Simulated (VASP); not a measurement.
Set up this calculation in VASP 6.6.1, as the native input.

| Quantity | Value |
| --- | --- |
| Task | single point |
| Functional | PBEsol |
| Potentials or basis | VASP PAW PBE potentials, release 64 (B, N) |
| Cutoff | 520 eV |
| k mesh | 9 × 9 × 4 |
| Occupations | gaussian, width 0.1 eV |
| Spin | no spin polarisation |
| Dipole correction | no |
| Further INCAR settings | ALGO = Normal; EDIFF = 1e-06; NBANDS = 16 |

The structure of BN (k07) lies in POSCAR:

```
BN
1.0
    2.5500000000      0.0000000000      0.0000000000
   -1.2750000000      2.2083647797      0.0000000000
    0.0000000000      0.0000000000      4.2100000000
B N
2 2
Direct
    0.3333333333      0.6666666667      0.0000000000
    0.6666666667      0.3333333333      0.5000000000
    0.3333333333      0.6666666667      0.3740000000
    0.6666666667      0.3333333333      0.8740000000
```

One way to write it, as run:

INCAR

```
PREC = Accurate
ENCUT = 520
EDIFF = 1E-6
ISMEAR = 0
SIGMA = 0.1
LREAL = False
LASPH = True
NELM = 100
ALGO = Normal
ISIF = 2
LWAVE = False
LCHARG = False
GGA = PS
NBANDS = 16
```

KPOINTS

```
Automatic mesh
0
Gamma
  9 9 4
```

Potentials or basis: VASP PAW PBE potentials, release 64 (B, N).

Run with:

```sh
$ cat potpaw_PBE.64/B/POTCAR potpaw_PBE.64/N/POTCAR > POTCAR
$ mpirun -np 1 vasp_std > vasp.out
```

It gave:

The pressure is -2.7 GPa and the largest force is 0.054 eV/Å. The band gap on the k mesh is 4.94 eV, indirect (least direct gap 8.14 eV).

Caveat: the PAW data sets were made with another functional, which shifts forces and pressure a little.

It took 13 s on 1 thread of AMD EPYC 7R43 64-Core Processor (Zen 3), with other jobs on the host, peak memory 0.1 GiB.
